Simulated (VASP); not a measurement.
# NaCl in VASP: notebook, part 3 of 3

VASP 6.6.1.

## (5) Single point, RPBE

This run uses another cell than the first one, of 23.18 Å³/atom, 1.038 times its volume.

Input file INCAR:

```
SYSTEM = NaCl
  PREC = Accurate
  ENCUT = 520
  EDIFF = 1E-6
  ISMEAR = -1
  SIGMA = 0.05
  LREAL = .False.
  LASPH = .True.
  NELM = 100
  ALGO = Normal
  ISIF = 2
  LWAVE = .False.
  LCHARG = .False.
  GGA = RP
  NBANDS = 14
```

Input file KPOINTS:

```
Automatic mesh
0
Gamma
  8 8 8
  0 0 0
```

Input file POSCAR:

```
NaCl
1.0
    3.5924292293      0.0000000000      0.0000000000
    0.0000000000      3.5924292293      0.0000000000
    0.0000000000      0.0000000000      3.5924292293
Cl Na
1 1
Direct
    0.5000000000      0.5000000000      0.5000000000
    0.0000000000      0.0000000000      0.0000000000
```

Potentials or basis: VASP PAW PBE potentials, release 64 (Cl, Na_pv).

Run with:

```bash
$ cat potpaw_PBE.64/Cl/POTCAR potpaw_PBE.64/Na_pv/POTCAR > POTCAR
$ mpirun -np 1 vasp_std > vasp.out
```

OUTCAR:

```text
SYSTEM = NaCl
   PREC = Accurate
   ENCUT = 520
   EDIFF = 1E-6
   ISMEAR = -1
   LREAL = .False.
   LASPH = .True.
   NELM = 100
   ISIF = 2
   GGA = RP

 ion  position               nearest neighbor table
   1  0.500  0.500  0.500-
   2  0.000  0.000  0.000-

  LATTYP: Found a simple cubic cell.
 ALAT       =     3.5924292293

  Lattice vectors:

 A1 = (   3.5924292293,   0.0000000000,   0.0000000000)
 A2 = (   0.0000000000,   3.5924292293,   0.0000000000)
 A3 = (   0.0000000000,   0.0000000000,   3.5924292293)

Analysis of symmetry for initial positions (statically):
=====================================================================
 Subroutine PRICEL returns:
 Original cell was already a primitive cell.

 Routine SETGRP: Setting up the symmetry group for a
 simple cubic supercell.

 Subroutine GETGRP returns: Found 48 space group operations
 (whereof 48 operations were pure point group operations)
 out of a pool of 48 trial point group operations.

The static configuration has the point symmetry O_h .

Analysis of symmetry for dynamics (positions and initial velocities):
=====================================================================
 Subroutine PRICEL returns:
 Original cell was already a primitive cell.

 Routine SETGRP: Setting up the symmetry group for a
 simple cubic supercell.

 Subroutine GETGRP returns: Found 48 space group operations
 (whereof 48 operations were pure point group operations)
 out of a pool of 48 trial point group operations.

The dynamic configuration has the point symmetry O_h .

 Subroutine INISYM returns: Found 48 space group operations
 (whereof 48 operations are pure point group operations),
 and found     1 'primitive' translations

----------------------------------------------------------------------------------------

                                     Primitive cell

  volume of cell :      46.3623

  direct lattice vectors                    reciprocal lattice vectors
     3.592429229  0.000000000  0.000000000     0.278363173  0.000000000  0.000000000
     0.000000000  3.592429229  0.000000000     0.000000000  0.278363173  0.000000000
     0.000000000  0.000000000  3.592429229     0.000000000  0.000000000  0.278363173

  length of vectors
     3.592429229  3.592429229  3.592429229     0.278363173  0.278363173  0.278363173

  position of ions in fractional coordinates (direct lattice)
     0.500000000  0.500000000  0.500000000
     0.000000000  0.000000000  0.000000000

  ion indices of the primitive-cell ions
   primitive index   ion index
                 1           1
                 2           2

----------------------------------------------------------------------------------------

 KPOINTS: Automatic mesh

Automatic generation of k-mesh.
 Grid dimensions read from file:
 generate k-points for:    8    8    8

 Generating k-lattice:

  Cartesian coordinates                     Fractional coordinates (reciprocal lattice)
     0.034795397  0.000000000  0.000000000     0.125000000  0.000000000  0.000000000
     0.000000000  0.034795397  0.000000000     0.000000000  0.125000000  0.000000000
     0.000000000  0.000000000  0.034795397     0.000000000  0.000000000  0.125000000

  Length of vectors
     0.034795397  0.034795397  0.034795397

  Shift w.r.t. Gamma in fractional coordinates (k-lattice)
     0.000000000  0.000000000  0.000000000

 Subroutine IBZKPT returns following result:
 ===========================================

 Found     35 irreducible k-points:

 Following reciprocal coordinates:
            Coordinates               Weight
  0.000000  0.000000  0.000000      1.000000
  0.125000  0.000000  0.000000      6.000000
  0.250000  0.000000  0.000000      6.000000
  0.375000  0.000000  0.000000      6.000000
  0.500000  0.000000  0.000000      3.000000
  0.125000  0.125000  0.000000     12.000000
[... 16 lines left out ...]
  0.375000  0.375000  0.125000     24.000000
  0.500000  0.375000  0.125000     24.000000
 [... further k-points ...]
   k-points           NKPTS =     35   k-points in BZ     NKDIM =     35   number of bands    NBANDS=     14
   number of dos      NEDOS =    301   number of ions     NIONS =      2
   total plane-waves  NPLWV =  21952
   dimension x,y,z NGX =    28 NGY =   28 NGZ =   28
   dimension x,y,z NGXF=    56 NGYF=   56 NGZF=   56
   ions per type =               1   1
   NGX,Y,Z   is equivalent  to a cutoff of  12.96, 12.96, 12.96 a.u.
   NGXF,Y,Z  is equivalent  to a cutoff of  25.91, 25.91, 25.91 a.u.
 SYSTEM =  NaCl
   PREC   = accura    normal or accurate (medium, high low for compatibility)
   ISTART =      0    job   : 0-new  1-cont  2-samecut
   ICHARG =      2    charge: 1-file 2-atom 10-const
   ISPIN  =      1    spin polarized calculation?
   LNONCOLLINEAR =      F non collinear calculations
   LSORBIT =      F    spin-orbit coupling
   LASPH  =      T    aspherical Exc in radial PAW
   ENCUT  =  520.0 eV  38.22 Ry    6.18 a.u.   6.68  6.68  6.68*2*pi/ulx,y,z
   NELM   =    100;   NELMIN=  2; NELMDL= -5     # of ELM steps
   EDIFF  = 0.1E-05   stopping-criterion for ELM
   LREAL  =      F    real-space projection
   EDIFFG = 0.1E-04   stopping-criterion for IOM
   NSW    =      0    number of steps for IOM
   IBRION =     -1    ionic relax: 0-MD 1-quasi-New 2-CG
   NFREE  =      0    steps in history (QN), initial steepest desc. (CG)
   ISIF   =      2    stress and relaxation
   ISYM   =      2    0-nonsym 1-usesym 2-fastsym
   POTIM  = 0.5000    time-step for ionic-motion
   TEBEG  =    0.0;   TEEND  =   0.0 temperature during run
   PSTRESS=    0.0 pullay stress
   NELECT =      14.0000    total number of electrons
   NUPDOWN=      -1.0000    fix difference up-down
   EMIN   =  10.00;   EMAX   =-10.00  energy-range for DOS
   EFERMI =   0.00;   METHOD = LEGACY
   ISMEAR =    -1;   SIGMA  =   0.05  broadening in eV -4-tet -1-fermi 0-gaus
   EFERMI_NEDOS =   21; number of points for ismear=-14 and -15
   IALGO  =     38    algorithm
   IMIX   =      4    mixing-type and parameters
     AMIX     =   0.40;   BMIX     =  1.00
     AMIX_MAG =   1.60;   BMIX_MAG =  1.00
  volume/ion in A,a.u.               =      23.18       156.43
  Fermi-wavevector in a.u.,A,eV,Ry     =   1.098321  2.075526 16.412831  1.206309
  Thomas-Fermi vector in A             =   2.234696
   LORBIT       =      0    0 simple, 1 ext, 2 COOP (PROOUT), +10 PAW based schemes
   GGA     = RP    functional components
   LHFCALC =     F    Hartree Fock is set to
   AEXX    =    0.0000 exact exchange contribution
   IVDW    =     0    specifies the selected vdW correction
   LEPSILON=     F    determine dielectric tensor
   LRPA    =     F    only Hartree local field effects (RPA)
 non-spin polarized calculation
  energy-cutoff  :      520.00
  volume of cell :       46.36
 maximum number of plane-waves:      1273
 NGX is ok and might be reduce to    28
   NGX = 13   NGY = 13   NGZ = 13

 number of electron      14.0000017 magnetization

 Free energy of the ion-electron system (eV)
  ---------------------------------------------------
  ext. energy  EPLUGINS =         0.00000000
  ---------------------------------------------------
  free energy    TOTEN  =        -6.12340951 eV

  energy without entropy =       -6.12340951  energy(sigma->0) =       -6.12340951

 E-fermi :   1.1515     XC(G=0):  -7.8109

 val. band max:        0.0489379570   @ k =   0.5000   0.5000   0.0000
 cond. band min:       4.0700666027   @ k =   0.0000   0.0000   0.0000
 fundamental gap:      4.0211286457
 Fermi energy:         1.1514916651

 k-point     1 :       0.0000    0.0000    0.0000
  band No.  band energies     occupation
      1     -22.1649      2.00000
      2     -22.1649      2.00000
      3     -22.1649      2.00000
      4     -13.0688      2.00000
      5      -0.3728      2.00000
      6      -0.3728      2.00000
      7      -0.3728      2.00000
      8       4.0701      0.00000
      9       8.8811      0.00000
     10       8.8811      0.00000
     11      15.2977      0.00000
     12      15.2977      0.00000
     13      15.2977      0.00000
     14      15.7092      0.00000
[... 375 lines left out ...]
 k-point    24 :       0.5000    0.3750    0.1250
  band No.  band energies     occupation
      1     -22.1881      2.00000
      2     -22.1837      2.00000
      3     -22.1640      2.00000
      4     -12.5704      2.00000
      5      -1.9564      2.00000
      6      -1.6524      2.00000
      7      -0.2664      2.00000
      8       6.3028      0.00000
      9       9.3908      0.00000
     10       9.7910      0.00000
     11      11.1088      0.00000
     12      13.3741      0.00000
     13      13.3976      0.00000
     14      15.9846      0.00000

 [... further k-points ...]
[... 5 lines left out ...]
  --------------------------------------------------------------------------------------
  -------------------------------------------------------------------------------------
  Total       -0.0169224     -0.0169224     -0.0169224     -0.0000000     -0.0000000      0.0000000
  in kB       -0.5848002     -0.5848002     -0.5848002     -0.0000000     -0.0000000      0.0000000
  external PRESSURE =      -0.5848002 kB  Pullay stress =       0.0000000 kB

 VOLUME and BASIS-vectors are now :
 -----------------------------------------------------------------------------
  energy-cutoff  :      520.00
  volume of cell :       46.36
      direct lattice vectors                 reciprocal lattice vectors
     3.592429229  0.000000000  0.000000000     0.278363173  0.000000000  0.000000000
     0.000000000  3.592429229  0.000000000     0.000000000  0.278363173  0.000000000
     0.000000000  0.000000000  3.592429229     0.000000000  0.000000000  0.278363173

 POSITION                                       TOTAL-FORCE (eV/Angst)
 -----------------------------------------------------------------------------------
      1.79621      1.79621      1.79621         0.000000      0.000000      0.000000
      0.00000      0.00000      0.00000         0.000000      0.000000      0.000000
 -----------------------------------------------------------------------------------
    total drift:                               -0.000000      0.000000      0.000000

  FREE ENERGIE OF THE ION-ELECTRON SYSTEM (eV)
  ---------------------------------------------------
  free  energy   TOTEN  =        -6.1234095098 eV

  energy  without entropy=       -6.1234095098  energy(sigma->0) =       -6.12340951
```

OSZICAR:

```text
N       E                     dE             d eps       ncg     rms          rms(c)
DAV:   1     0.100434960307E+03    0.10043E+03   -0.70445E+03   980   0.982E+02
DAV:   2     0.171316553844E+01   -0.98722E+02   -0.89900E+02  1082   0.267E+02
DAV:   3    -0.628565559950E+01   -0.79988E+01   -0.79496E+01  1262   0.715E+01
DAV:   4    -0.640807268998E+01   -0.12242E+00   -0.12237E+00  1094   0.962E+00
DAV:   5    -0.641085248916E+01   -0.27798E-02   -0.27796E-02  1348   0.147E+00    0.250E+00
DAV:   6    -0.615060267962E+01    0.26025E+00   -0.36869E-01  1250   0.322E+00    0.191E+00
DAV:   7    -0.611887191112E+01    0.31731E-01   -0.11753E-01  1224   0.196E+00    0.127E+00
DAV:   8    -0.612312906550E+01   -0.42572E-02   -0.19094E-02  1034   0.120E+00    0.365E-01
DAV:   9    -0.612303359573E+01    0.95470E-04   -0.37774E-04  1250   0.148E-01    0.199E-01
DAV:  10    -0.612342291481E+01   -0.38932E-03   -0.92875E-04  1052   0.226E-01    0.836E-02
DAV:  11    -0.612340896264E+01    0.13952E-04   -0.22330E-05  1210   0.427E-02    0.290E-02
DAV:  12    -0.612340950984E+01   -0.54720E-06   -0.72261E-06  1070   0.212E-02
   1 F= -.61234095E+01 E0= -.61234095E+01  d E =-.203262E-10
```

stdout:

```text
POSCAR found type information on POSCAR ClNa
 POSCAR found :  2 types and       2 ions
 scaLAPACK will be used
 -----------------------------------------------------------------------------
|                                                                             |
|                                                                             |
|     You enforced a specific xc type in the INCAR file but a different       |
|     I HOPE YOU KNOW WHAT YOU ARE DOING!                                     |
|                                                                             |
 -----------------------------------------------------------------------------

 LDA part: xc-table for (Slater+PW92), standard interpolation
 POSCAR, INCAR and KPOINTS ok, starting setup
 FFT: planning ... GRIDC
 FFT: planning ... GRID_SOFT
 FFT: planning ... GRID
 WAVECAR not read
 entering main loop
```

Run time: 15 s. Hardware: 1 thread of AMD EPYC 7R43 (Zen 3), shared host; peak memory 0.12 GiB.

Results:

| Item | Value |
| --- | --- |
| Free energy | -6.1234 eV |
| Pressure | -0.1 GPa |
| Band gap on the k mesh | 4.02 eV, indirect (least direct gap 4.44 eV) |

Levels at points of the mesh, in eV from the valence-band top:
| k point | band 4 | band 5 | band 6 | band 7 | band 8 | band 9 | band 10 | band 11 |
| --- | --- | --- | --- | --- | --- | --- | --- | --- |
| (0.00, 0.00, 0.00) | -13.12 | -0.42 | -0.42 | -0.42 | 4.02 | 8.83 | 8.83 | 15.25 |
| (0.50, 0.00, 0.00) | -12.83 | -2.55 | -0.22 | -0.22 | 6.95 | 8.29 | 10.64 | 11.79 |
| (0.50, 0.50, 0.00) | -12.62 | -1.96 | -1.96 | 0.00 | 5.77 | 9.89 | 10.81 | 10.81 |
| (0.50, 0.50, 0.50) | -12.40 | -1.60 | -1.60 | -1.60 | 7.34 | 7.34 | 7.34 | 11.29 |

Caveat: the PAW data sets were made with another functional, which shifts forces and pressure a little. Expect the measured gap to be larger: semilocal functionals such as RPBE lack the derivative discontinuity.

## (6) Relaxation of cell and atoms, RPBE

This run uses another cell than the first one, of 21.48 Å³/atom, 0.962 times its volume.

Input file INCAR:

```
  PREC = Accurate
  ENCUT = 600
  EDIFF = 1E-6
  ISMEAR = -1
  SIGMA = 0.05
  LREAL = False
  LASPH = True
  NELM = 60
  ALGO = Normal
  ISIF = 3
  LWAVE = False
  LCHARG = False
  GGA = RP
  IBRION = 2
  NSW = 80
  EDIFFG = -0.01
```

Input file KPOINTS:

```
regular mesh
0
Gamma
  8 8 8
```

Input file POSCAR:

```
NaCl
1.0
    3.5021900000      0.0000000000      0.0000000000
    0.0000000000      3.5021900000      0.0000000000
    0.0000000000      0.0000000000      3.5021900000
Cl Na
1 1
Direct
    0.5000000000      0.5000000000      0.5000000000
    0.0000000000      0.0000000000      0.0000000000
```

Potentials or basis: VASP PAW PBE potentials, release 64 (Cl, Na_pv).

Run with:

```bash
$ cat potpaw_PBE.64/Cl/POTCAR potpaw_PBE.64/Na_pv/POTCAR > POTCAR
$ mpirun -np 1 vasp_std > vasp.out
```

OUTCAR:

```text
PREC = Accurate
   ENCUT = 600
   EDIFF = 1E-6
   ISMEAR = -1
   LREAL = False
   LASPH = True
   NELM = 60
   ISIF = 3
   GGA = RP
   IBRION = 2
   NSW = 80
   EDIFFG = -0.01

 ion  position               nearest neighbor table
   1  0.500  0.500  0.500-
   2  0.000  0.000  0.000-

  LATTYP: Found a simple cubic cell.
 ALAT       =     3.5021900000

  Lattice vectors:

 A1 = (   3.5021900000,   0.0000000000,   0.0000000000)
 A2 = (   0.0000000000,   3.5021900000,   0.0000000000)
 A3 = (   0.0000000000,   0.0000000000,   3.5021900000)

Analysis of symmetry for initial positions (statically):
=====================================================================
 Subroutine PRICEL returns:
[... 255 lines left out ...]

 val. band max:        0.0476540873   @ k =   0.5000   0.5000   0.0000
 cond. band min:       4.0698219981   @ k =   0.0000   0.0000   0.0000
 fundamental gap:      4.0221679109
 Fermi energy:         1.0872275907

 k-point     1 :       0.0000    0.0000    0.0000
  band No.  band energies     occupation
      1     -22.1664      2.00000
      2     -22.1664      2.00000
      3     -22.1664      2.00000
      4     -13.0691      2.00000
      5      -0.3740      2.00000
      6      -0.3740      2.00000
      7      -0.3740      2.00000
      8       4.0698      0.00000
      9       8.8808      0.00000
     10       8.8808      0.00000
     11      15.2956      0.00000
[... 309 lines left out ...]
 k-point    24 :       0.5000    0.3750    0.1250
  band No.  band energies     occupation
      1     -22.1896      2.00000
      2     -22.1852      2.00000
      3     -22.1655      2.00000
      4     -12.5709      2.00000
      5      -1.9572      2.00000
      6      -1.6533      2.00000
      7      -0.2676      2.00000
      8       6.3026      0.00000
      9       9.3900      0.00000
     10       9.7905      0.00000
     11      11.1075      0.00000

 [... further k-points ...]
[... 5 lines left out ...]
  --------------------------------------------------------------------------------------
  -------------------------------------------------------------------------------------
  Total        0.0101347      0.0101347      0.0101347      0.0000000     -0.0000000      0.0000000
  in kB        0.3501783      0.3501783      0.3501783      0.0000000     -0.0000000      0.0000000
  external PRESSURE =       0.3501783 kB  Pullay stress =       0.0000000 kB
[... 17 lines left out ...]
  FREE ENERGIE OF THE ION-ELECTRON SYSTEM (eV)
  ---------------------------------------------------
  free  energy   TOTEN  =        -6.1234599896 eV

  energy  without entropy=       -6.1234599896  energy(sigma->0) =       -6.12345999

 reached required accuracy - stopping structural energy minimisation
```

Wall time 28 s (1 thread of AMD EPYC 7R43 (Zen 3), shared host); peak memory 0.13 GiB.

Results:

| Property | Result |
| --- | --- |
| Free energy | -6.1235 eV |
| Relaxed volume | 23.18 Å³/atom |
| Relaxed cell | a = 3.593 Å, b = 3.593 Å, c = 3.593 Å, α = 90.00°, β = 90.00°, γ = 90.00° |
| Space group after relaxing (to 0.05 Å) | Pm-3m (No. 221) |
| Energy gained by relaxing | 9.4 meV/atom |
| Ionic steps | 3 |
| Pressure after relaxing | 0.0 GPa |
| Band gap on the k mesh | 4.02 eV, indirect (least direct gap 4.44 eV) |

Step by step:
```csv
step,energy change (eV),largest force (eV/Å),pressure (GPa),volume (Å³)
1,0.0000,0.0000,1.91,42.96
2,-0.0140,0.0000,0.96,44.57
3,-0.0187,0.0000,0.04,46.37
```

Final structure:
```xyz
2
Lattice="3.5926 0.0000 0.0000 0.0000 3.5926 0.0000 0.0000 0.0000 3.5926" Properties=species:S:1:pos:R:3 pbc="T T T"
Cl    1.7963    1.7963    1.7963
Na    0.0000    0.0000    0.0000
```

Levels at points of the mesh, in eV from the valence-band top:
```csv
k point,band 4,band 5,band 6,band 7,band 8,band 9,band 10,band 11
"(0.00, 0.00, 0.00)",-13.12,-0.42,-0.42,-0.42,4.02,8.83,8.83,15.25
"(0.50, 0.00, 0.00)",-12.83,-2.55,-0.22,-0.22,6.95,8.29,10.64,11.79
"(0.50, 0.50, 0.00)",-12.62,-1.96,-1.96,0.00,5.77,9.89,10.81,10.81
"(0.50, 0.50, 0.50)",-12.40,-1.60,-1.60,-1.60,7.34,7.34,7.34,11.29
```

Caveat: the PAW data sets were made with another functional, which shifts forces and pressure a little. As with any semilocal functional, this RPBE gap is likely too small.

## (7) Summary

| task | level | cell | cutoff (eV) | gap on the mesh (eV) | pressure (GPa) |
| --- | --- | --- | --- | --- | --- |
| single point | PBE | a = 3.548 Å, 2 atoms | 520 | 3.85 | -0.9 |
| single point | PBE | a = 3.502 Å, 2 atoms | 520 | 3.98 | 0.1 |
| single point | revPBE+D4 | a = 3.510 Å, 2 atoms | 520 | 4.22 | -0.1 |
| single point | RPBE | a = 3.592 Å, 2 atoms | 520 | 4.02 | -0.1 |
| relaxation of cell and atoms | RPBE | relaxed from a = 3.502 Å, 2 atoms | 600 | 4.02 | 0.0 |

Alike in all rows: potentials or basis VASP PAW PBE potentials, release 64 (Cl, Na_pv); no spin polarisation; k mesh 8 × 8 × 8; smearing fermi-dirac 0.05 eV.

Caveats: the PAW data sets were made with another functional, which shifts forces and pressure a little (some runs).

Absolute energies hang on the potentials; compare differences alone.
